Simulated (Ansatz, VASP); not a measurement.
One calculation of Zr, two programs

```
Zr
1.0
     0.00000    2.23987    2.23987
     2.23987    0.00000    2.23987
     2.23987    2.23987    0.00000
Zr
1
Direct
  0.00000 0.00000 0.00000
```

Change from the starting cell: volume scaled by 0.98.

Alike in both runs: task single point; functional PBEsol; dispersion D4; k mesh 10 × 10 × 10; occupations fermi-dirac, width 0.01 eV; collinear spin; fixed moment 1 μB.

```csv
,VASP,Ansatz
version,VASP 6.6.1,Ansatz 0.2.0
potentials or method,"VASP PAW PBE potentials, release 64 (Zr_sv), cutoff 520 eV","all-electron LAPW, scalar-relativistic"
```

VASP gave:

* pressure (GPa): 1.2
* size of the moment on the site where the two differ most (μB): 0.56

Task: What did Ansatz give for the same quantities?

Result: Pressure (GPa): 1.1; size of the moment on the site where the two differ most (μB): 0.81.

VASP's potentials were made for PBE, not for PBEsol. Site moments also hang on the region over which each program counts them. Ansatz ran all-electron here, and VASP with PAW potentials.
